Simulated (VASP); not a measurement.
# Sc (Fd-3m) in VASP: further runs

Sc is run at these levels: PBEsol; tasks: single point.

Everything below comes from runs of VASP 6.6.1. Logs are shortened: lines on timing, memory, paths and dates and some standing lists are left out, and cuts for length are marked.

### 1 The cell of the first run

Symmetry: Fd-3m, No. 227, cubic system. Conventional cell: a = 4.793 Å, b = 4.793 Å, c = 4.793 Å, α = 90.00°, β = 90.00°, γ = 90.00°. Within 2.7 Å of Sc (site symmetry -43m) lie 4 Sc at 2.08 Å.

This isn't the form of Sc at room conditions, which is hcp.

### 2 Single point, PBEsol

The input, INCAR:

```
ALGO = Normal
EDIFF = 1E-7
ENCUT = 520
GGA = PS
ISIF = 2
ISMEAR = -1
LASPH = T
LCHARG = F
LREAL = F
LWAVE = F
NBANDS = 18
NELM = 60
PREC = Accurate
SIGMA = 0.05
```

The input, KPOINTS:

```
k-points
0
Gamma
  5 5 5
```

The input, POSCAR:

```
Sc
1.0
    0.0000000000      2.3964596717      2.3964596717
    2.3964596717      0.0000000000      2.3964596717
    2.3964596717      2.3964596717      0.0000000000
Sc
2
Direct
    0.0000000000      0.0000000000      0.0000000000
    0.2500000000      0.2500000000      0.2500000000
```

Potentials or basis: VASP PAW PBE potentials, release 64 (Sc_sv).

On the command line:

```console
$ cat potpaw_PBE.64/Sc_sv/POTCAR > POTCAR
$ mpirun -np 1 vasp_std > vasp.out
```

OUTCAR:

```text
EDIFF = 1E-7
   ENCUT = 520
   GGA = PS
   ISIF = 2
   ISMEAR = -1
   LASPH = T
   LREAL = F
   NELM = 60
   PREC = Accurate

 ion  position               nearest neighbor table
   1  0.000  0.000  0.000-   2 2.08   2 2.08   2 2.08   2 2.08
   2  0.250  0.250  0.250-   1 2.08   1 2.08   1 2.08   1 2.08

  LATTYP: Found a face centered cubic cell.
 ALAT       =     4.7929193434

  Lattice vectors:

 A1 = (   0.0000000000,   2.3964596717,   2.3964596717)
 A2 = (   2.3964596717,   0.0000000000,   2.3964596717)
 A3 = (   2.3964596717,   2.3964596717,   0.0000000000)

Analysis of symmetry for initial positions (statically):
=====================================================================
 Subroutine PRICEL returns:
 Original cell was already a primitive cell.

 Routine SETGRP: Setting up the symmetry group for a
 face centered cubic supercell.

 Subroutine GETGRP returns: Found 48 space group operations
 (whereof 24 operations were pure point group operations)
 out of a pool of 48 trial point group operations.

The static configuration has the point symmetry T_d .
 The point group associated with its full space group is O_h .

Analysis of symmetry for dynamics (positions and initial velocities):
=====================================================================
 Subroutine PRICEL returns:
 Original cell was already a primitive cell.

 Routine SETGRP: Setting up the symmetry group for a
 face centered cubic supercell.

 Subroutine GETGRP returns: Found 48 space group operations
 (whereof 24 operations were pure point group operations)
 out of a pool of 48 trial point group operations.

The dynamic configuration has the point symmetry T_d .
 The point group associated with its full space group is O_h .

 Subroutine INISYM returns: Found 48 space group operations
 (whereof 24 operations are pure point group operations),
 and found     1 'primitive' translations

----------------------------------------------------------------------------------------

                                     Primitive cell

  volume of cell :      27.5258

  direct lattice vectors                    reciprocal lattice vectors
     0.000000000  2.396459672  2.396459672    -0.208641108  0.208641108  0.208641108
     2.396459672  0.000000000  2.396459672     0.208641108 -0.208641108  0.208641108
     2.396459672  2.396459672  0.000000000     0.208641108  0.208641108 -0.208641108

  length of vectors
     3.389105769  3.389105769  3.389105769     0.361376999  0.361376999  0.361376999

  position of ions in fractional coordinates (direct lattice)
     0.000000000  0.000000000  0.000000000
     0.250000000  0.250000000  0.250000000

  ion indices of the primitive-cell ions
   primitive index   ion index
                 1           1
                 2           2

----------------------------------------------------------------------------------------

 KPOINTS: k-points

Automatic generation of k-mesh.
 Grid dimensions read from file:
 generate k-points for:    5    5    5

 Generating k-lattice:

  Cartesian coordinates                     Fractional coordinates (reciprocal lattice)
    -0.041728222  0.041728222  0.041728222     0.200000000  0.000000000  0.000000000
     0.041728222 -0.041728222  0.041728222     0.000000000  0.200000000  0.000000000
     0.041728222  0.041728222 -0.041728222     0.000000000  0.000000000  0.200000000

  Length of vectors
     0.072275400  0.072275400  0.072275400

  Shift w.r.t. Gamma in fractional coordinates (k-lattice)
     0.000000000  0.000000000  0.000000000

 Subroutine IBZKPT returns following result:
 ===========================================

 Found     10 irreducible k-points:

 Following reciprocal coordinates:
            Coordinates               Weight
  0.000000  0.000000  0.000000      1.000000
  0.200000  0.000000  0.000000      8.000000
  0.400000  0.000000  0.000000      8.000000
  0.200000  0.200000  0.000000      6.000000
  0.400000  0.200000  0.000000     24.000000
 -0.400000  0.200000  0.000000     24.000000
 -0.200000  0.200000  0.000000     12.000000
  0.400000  0.400000  0.000000      6.000000
 -0.400000  0.400000  0.000000     12.000000
 -0.400000  0.400000  0.200000     24.000000
   k-points           NKPTS =     10   k-points in BZ     NKDIM =     10   number of bands    NBANDS=     18
   number of dos      NEDOS =    301   number of ions     NIONS =      2
   total plane-waves  NPLWV =  21952
   dimension x,y,z NGX =    28 NGY =   28 NGZ =   28
   dimension x,y,z NGXF=    56 NGYF=   56 NGZF=   56
   ions per type =               2
   NGX,Y,Z   is equivalent  to a cutoff of  13.73, 13.73, 13.73 a.u.
   NGXF,Y,Z  is equivalent  to a cutoff of  27.47, 27.47, 27.47 a.u.
 SYSTEM =  unknown system
   PREC   = accura    normal or accurate (medium, high low for compatibility)
   ISTART =      0    job   : 0-new  1-cont  2-samecut
   ICHARG =      2    charge: 1-file 2-atom 10-const
   ISPIN  =      1    spin polarized calculation?
   LNONCOLLINEAR =      F non collinear calculations
   LSORBIT =      F    spin-orbit coupling
   LASPH  =      T    aspherical Exc in radial PAW
   ENCUT  =  520.0 eV  38.22 Ry    6.18 a.u.   6.30  6.30  6.30*2*pi/ulx,y,z
   NELM   =     60;   NELMIN=  2; NELMDL= -5     # of ELM steps
   EDIFF  = 0.1E-06   stopping-criterion for ELM
   LREAL  =      F    real-space projection
   EDIFFG = 0.1E-05   stopping-criterion for IOM
   NSW    =      0    number of steps for IOM
   IBRION =     -1    ionic relax: 0-MD 1-quasi-New 2-CG
   NFREE  =      0    steps in history (QN), initial steepest desc. (CG)
   ISIF   =      2    stress and relaxation
   ISYM   =      2    0-nonsym 1-usesym 2-fastsym
   POTIM  = 0.5000    time-step for ionic-motion
   TEBEG  =    0.0;   TEEND  =   0.0 temperature during run
   PSTRESS=    0.0 pullay stress
   NELECT =      22.0000    total number of electrons
   NUPDOWN=      -1.0000    fix difference up-down
   EMIN   =  10.00;   EMAX   =-10.00  energy-range for DOS
   EFERMI =   0.00;   METHOD = LEGACY
   ISMEAR =    -1;   SIGMA  =   0.05  broadening in eV -4-tet -1-fermi 0-gaus
   EFERMI_NEDOS =   21; number of points for ismear=-14 and -15
   IALGO  =     38    algorithm
   IMIX   =      4    mixing-type and parameters
     AMIX     =   0.40;   BMIX     =  1.00
     AMIX_MAG =   1.60;   BMIX_MAG =  1.00
  volume/ion in A,a.u.               =      13.76        92.88
  Fermi-wavevector in a.u.,A,eV,Ry     =   1.519272  2.871008 31.404806  2.308188
  Thomas-Fermi vector in A             =   2.628280
   LORBIT       =      0    0 simple, 1 ext, 2 COOP (PROOUT), +10 PAW based schemes
   GGA     = PS    functional components
   LHFCALC =     F    Hartree Fock is set to
   AEXX    =    0.0000 exact exchange contribution
   IVDW    =     0    specifies the selected vdW correction
   LEPSILON=     F    determine dielectric tensor
   LRPA    =     F    only Hartree local field effects (RPA)
 non-spin polarized calculation
  energy-cutoff  :      520.00
  volume of cell :       27.53
 maximum number of plane-waves:       750
 NGX is ok and might be reduce to    28
   NGX = 13   NGY = 13   NGZ = 13

 number of electron      22.0000001 magnetization

 Free energy of the ion-electron system (eV)
  ---------------------------------------------------
  ext. energy  EPLUGINS =         0.00000000
  ---------------------------------------------------
  free energy    TOTEN  =        -7.20865310 eV

  energy without entropy =       -7.20388361  energy(sigma->0) =       -7.20626835

 E-fermi :   7.6595     XC(G=0): -12.4241

 val. band max:        7.6048942741   @ k =   0.4000   0.0000   0.0000
 cond. band min:       7.9060165585   @ k =   0.4000   0.4000   0.0000
 fundamental gap:      0.3011222844
 Fermi energy:         7.6594687498

 k-point     1 :       0.0000    0.0000    0.0000
  band No.  band energies     occupation
      1     -42.8479      2.00000
      2     -39.3588      2.00000
      3     -21.6117      2.00000
      4     -21.6117      2.00000
      5     -21.6117      2.00000
      6     -18.7073      2.00000
[... 10 lines left out ...]
     17      11.7335      0.00000
     18      15.7986      0.00000

 k-point     2 :       0.2000    0.0000    0.0000
  band No.  band energies     occupation
      1     -42.6315      2.00000
      2     -39.6416      2.00000
      3     -21.7890      2.00000
      4     -21.7890      2.00000
      5     -21.6727      2.00000
      6     -18.5573      2.00000
[... 10 lines left out ...]
     17      11.5810      0.00000
     18      15.6910      0.00000

 k-point     3 :       0.4000    0.0000    0.0000
  band No.  band energies     occupation
      1     -42.1635      2.00000
      2     -40.2142      2.00000
      3     -22.0327      2.00000
      4     -22.0327      2.00000
      5     -21.8148      2.00000
      6     -18.2392      2.00000
[... 10 lines left out ...]
     17      12.8884      0.00000
     18      15.1537      0.00000

 k-point     4 :       0.2000    0.2000    0.0000
  band No.  band energies     occupation
      1     -42.5509      2.00000
      2     -39.7437      2.00000
      3     -22.0010      2.00000
      4     -22.0010      2.00000
      5     -21.2648      2.00000
      6     -19.0042      2.00000
[... 10 lines left out ...]
     17      11.7946      0.00000
     18      14.6012      0.00000

 k-point     5 :       0.4000    0.2000    0.0000
  band No.  band energies     occupation
      1     -42.1179      2.00000
      2     -40.2668      2.00000
      3     -22.3712      2.00000
      4     -22.2320      2.00000
      5     -21.0455      2.00000
      6     -19.0601      2.00000
[... 10 lines left out ...]
     17      12.7727      0.00000
     18      13.9517      0.00000

 k-point     6 :      -0.4000    0.2000    0.0000
  band No.  band energies     occupation
      1     -41.8699      2.00000
      2     -40.5485      2.00000
      3     -22.5883      2.00000
      4     -22.1937      2.00000
      5     -21.0658      2.00000
      6     -18.8863      2.00000
[... 10 lines left out ...]
     17      12.4813      0.00000
     18      14.0343      0.00000

 k-point     7 :      -0.2000    0.2000    0.0000
  band No.  band energies     occupation
      1     -42.3058      2.00000
      2     -40.0450      2.00000
      3     -22.3351      2.00000
      4     -21.9297      2.00000
      5     -21.3399      2.00000
      6     -18.7351      2.00000
[... 10 lines left out ...]
     17      11.7235      0.00000
     18      14.1599      0.00000

 k-point     8 :       0.4000    0.4000    0.0000
  band No.  band energies     occupation
      1     -41.7469      2.00000
      2     -40.6838      2.00000
      3     -22.4793      2.00000
      4     -22.4793      2.00000
      5     -20.4882      2.00000
      6     -19.6781      2.00000
[... 10 lines left out ...]
     17      13.8493      0.00000
     18      13.8493      0.00000

 k-point     9 :      -0.4000    0.4000    0.0000
  band No.  band energies     occupation
      1     -41.3883      2.00000
      2     -41.0626      2.00000
      3     -22.6774      2.00000
      4     -22.4585      2.00000
      5     -20.3203      2.00000
      6     -19.6871      2.00000
[... 10 lines left out ...]
     17      14.1757      0.00000
     18      14.8739      0.00000

 k-point    10 :      -0.4000    0.4000    0.2000
  band No.  band energies     occupation
      1     -41.6478      2.00000
      2     -40.7904      2.00000
      3     -22.6449      2.00000
      4     -22.4311      2.00000
      5     -20.4995      2.00000
      6     -19.4433      2.00000
[... 10 lines left out ...]
     17      13.4442      0.00000
     18      13.6630      0.00000

------------------------ aborting loop because EDIFF is reached ----------------------------------------

  FORCE on cell =-STRESS in cart. coord.  units (eV):
  Direction    XX          YY          ZZ          XY          YZ          ZX
  --------------------------------------------------------------------------------------
  -------------------------------------------------------------------------------------
  Total        8.4616628      8.4616628      8.4616628     -0.0000000      0.0000000     -0.0000000
  in kB      492.5223298    492.5223298    492.5223298     -0.0000000      0.0000000     -0.0000000
  external PRESSURE =     492.5223298 kB  Pullay stress =       0.0000000 kB

 VOLUME and BASIS-vectors are now :
 -----------------------------------------------------------------------------
  energy-cutoff  :      520.00
  volume of cell :       27.53
      direct lattice vectors                 reciprocal lattice vectors
     0.000000000  2.396459672  2.396459672    -0.208641108  0.208641108  0.208641108
     2.396459672  0.000000000  2.396459672     0.208641108 -0.208641108  0.208641108
     2.396459672  2.396459672  0.000000000     0.208641108  0.208641108 -0.208641108

 POSITION                                       TOTAL-FORCE (eV/Angst)
 -----------------------------------------------------------------------------------
      0.00000      0.00000      0.00000        -0.000000     -0.000000     -0.000000
      1.19823      1.19823      1.19823         0.000000      0.000000      0.000000
 -----------------------------------------------------------------------------------
    total drift:                                0.000000      0.000000      0.000000

  FREE ENERGIE OF THE ION-ELECTRON SYSTEM (eV)
  ---------------------------------------------------
  free  energy   TOTEN  =        -7.2086531003 eV

  energy  without entropy=       -7.2038836068  energy(sigma->0) =       -7.20626835
```

It took 13 s on 1 thread of Intel Xeon 8259CL, shared host; peak memory 0.15 GiB.

Results:

```
Free energy            : -7.2087 eV
Pressure               : 49.3 GPa
Band gap on the k mesh : zero (bands 11 and 12 overlap by 0.30 eV)
```

Levels at points of the mesh, in eV from the Fermi level:
| k point | band 8 | band 9 | band 10 | band 11 | band 12 | band 13 | band 14 | band 15 |
| --- | --- | --- | --- | --- | --- | --- | --- | --- |
| (0.00, 0.00, 0.00) | -26.37 | -5.13 | -1.66 | -1.66 | 0.64 | 0.64 | 0.64 | 4.07 |

Caveat: the k points lie up to 0.45 Å⁻¹ apart; atoms lie so close that the PAW spheres overlap strongly, which falsifies energies and pressures; the PAW data sets were made with another functional, which shifts forces and pressure a little.

### 3 Single point, PBEsol

This run uses another cell than the first one, of 14.85 Å³/atom.

The input, INCAR:

```
PREC = Accurate
ENCUT = 520
EDIFF = 1E-6
ISMEAR = -1
SIGMA = 0.05
LREAL = False
LASPH = True
NELM = 60
ALGO = Normal
ISIF = 2
LWAVE = False
LCHARG = False
GGA = PS
NBANDS = 18
```

The input, KPOINTS:

```
Automatic mesh
0
Gamma
  5 5 5
```

The input, POSCAR:

```
Sc
1.0
    0.0000000000      2.4581206606      2.4581206606
    2.4581206606      0.0000000000      2.4581206606
    2.4581206606      2.4581206606      0.0000000000
Sc
2
Direct
    0.0000000000      0.0000000000      0.0000000000
    0.2500000000      0.2500000000      0.2500000000
```

Potentials or basis: VASP PAW PBE potentials, release 64 (Sc_sv).

On the command line:

```console
$ cat potpaw_PBE.64/Sc_sv/POTCAR > POTCAR
$ mpirun -np 1 vasp_std > vasp.out
```

OUTCAR:

```text
PREC = Accurate
   ENCUT = 520
   EDIFF = 1E-6
   ISMEAR = -1
   LREAL = False
   LASPH = True
   NELM = 60
   ISIF = 2
   GGA = PS

 ion  position               nearest neighbor table
   1  0.000  0.000  0.000-   2 2.13   2 2.13   2 2.13   2 2.13
   2  0.250  0.250  0.250-   1 2.13   1 2.13   1 2.13   1 2.13

  LATTYP: Found a face centered cubic cell.
 ALAT       =     4.9162413212

  Lattice vectors:

 A1 = (   0.0000000000,   2.4581206606,   2.4581206606)
[... 380 lines left out ...]

------------------------ aborting loop because EDIFF is reached ----------------------------------------

  FORCE on cell =-STRESS in cart. coord.  units (eV):
  Direction    XX          YY          ZZ          XY          YZ          ZX
  --------------------------------------------------------------------------------------
  -------------------------------------------------------------------------------------
  Total        6.1036662      6.1036662      6.1036662      0.0000000     -0.0000000      0.0000000
  in kB      329.2014718    329.2014718    329.2014718      0.0000000     -0.0000000      0.0000000
  external PRESSURE =     329.2014718 kB  Pullay stress =       0.0000000 kB

 VOLUME and BASIS-vectors are now :
 -----------------------------------------------------------------------------
  energy-cutoff  :      520.00
  volume of cell :       29.71
      direct lattice vectors                 reciprocal lattice vectors
     0.000000000  2.458120661  2.458120661    -0.203407427  0.203407427  0.203407427
     2.458120661  0.000000000  2.458120661     0.203407427 -0.203407427  0.203407427
     2.458120661  2.458120661  0.000000000     0.203407427  0.203407427 -0.203407427

 POSITION                                       TOTAL-FORCE (eV/Angst)
 -----------------------------------------------------------------------------------
      0.00000      0.00000      0.00000         0.000000      0.000000      0.000000
      1.22906      1.22906      1.22906        -0.000000     -0.000000     -0.000000
 -----------------------------------------------------------------------------------
    total drift:                                0.000000      0.000000      0.000000

  FREE ENERGIE OF THE ION-ELECTRON SYSTEM (eV)
  ---------------------------------------------------
  free  energy   TOTEN  =        -7.7618747394 eV

  energy  without entropy=       -7.7556427267  energy(sigma->0) =       -7.75875873
```

stdout:

```text
POSCAR found type information on POSCAR Sc
 POSCAR found :  1 types and       2 ions
 scaLAPACK will be used
 -----------------------------------------------------------------------------
|                                                                             |
|                                                                             |
|     You enforced a specific xc type in the INCAR file but a different       |
|     I HOPE YOU KNOW WHAT YOU ARE DOING!                                     |
|                                                                             |
 -----------------------------------------------------------------------------

 LDA part: xc-table for (Slater+PW92), standard interpolation
 POSCAR, INCAR and KPOINTS ok, starting setup
 FFT: planning ... GRIDC
 FFT: planning ... GRID_SOFT
 FFT: planning ... GRID
 WAVECAR not read
 entering main loop
```

Wall time 15 s (1 thread of Intel Xeon 8259CL, shared host); peak memory 0.15 GiB.

What came out:

```yaml
Free_energy: -7.7619 eV
Pressure: 32.9 GPa
Band_gap_on_the_k_mesh: zero (bands 11 and 12 overlap by 0.49 eV)
```

Caveat: the k points lie up to 0.44 Å⁻¹ apart; the PAW data sets were made with another functional, which shifts forces and pressure a little.

### 4 Single point, PBEsol

This run uses another cell than the first one, of 16.56 Å³/atom.

The input, INCAR:

```
ALGO = Normal ; EDIFF = 1E-7
ENCUT = 520 ; GGA = PS
ISIF = 2 ; ISMEAR = -1
LASPH = T ; LCHARG = F
LREAL = F ; LWAVE = F
NBANDS = 18 ; NELM = 60
PREC = Accurate ; SIGMA = 0.05
```

The input, KPOINTS:

```
k-points
0
Gamma
  5 5 5
```

The input, POSCAR:

```
Sc
1.0
    0.0000000000      2.5490924778      2.5490924778
    2.5490924778      0.0000000000      2.5490924778
    2.5490924778      2.5490924778      0.0000000000
Sc
2
Direct
    0.0000000000      0.0000000000      0.0000000000
    0.2500000000      0.2500000000      0.2500000000
```

On the command line:

```console
$ cat potpaw_PBE.64/Sc_sv/POTCAR > POTCAR
$ mpirun -np 1 vasp_std > vasp.out
```

Wall time 20 s (1 thread of Intel Xeon 8259CL, shared host); peak memory 0.15 GiB.

It converged, with:

```yaml
Free_energy: -8.2777 eV
Pressure: 16.7 GPa
Band_gap_on_the_k_mesh: zero (bands 11 and 12 overlap by 0.73 eV)
```

Levels at points of the mesh, in eV from the Fermi level:
```
           k point  band 9  band 10  band 11  band 12  band 13  band 14
(0.00, 0.00, 0.00)   -5.15    -1.22    -1.22     0.42     0.42     0.42
```

Caveat: the k points lie up to 0.43 Å⁻¹ apart, too coarse for converged energies and pressures of a metal; the PAW data sets were made with another functional, which shifts forces and pressure a little.

### 5 The runs side by side

```tsv
cell	gap on the mesh (eV)	pressure (GPa)
a = 3.389 Å, angles 60.0°, 2 atoms	none	49.3
a = 3.476 Å, angles 60.0°, 2 atoms	none	32.9
a = 3.605 Å, angles 60.0°, 2 atoms	none	16.7
```

Alike in all rows: task single point; level PBEsol; potentials or basis VASP PAW PBE potentials, release 64 (Sc_sv); no spin polarisation; k mesh 5 × 5 × 5; cutoff (eV) 520; smearing fermi-dirac 0.05 eV.

Caveats: all runs use coarse meshes; the PAW data sets were made with another functional, which shifts forces and pressure a little; atoms lie so close that the PAW spheres overlap strongly, which falsifies energies and pressures (at least some runs).

Total energies depend on the potentials used, so only differences within one code and one set of settings carry meaning.
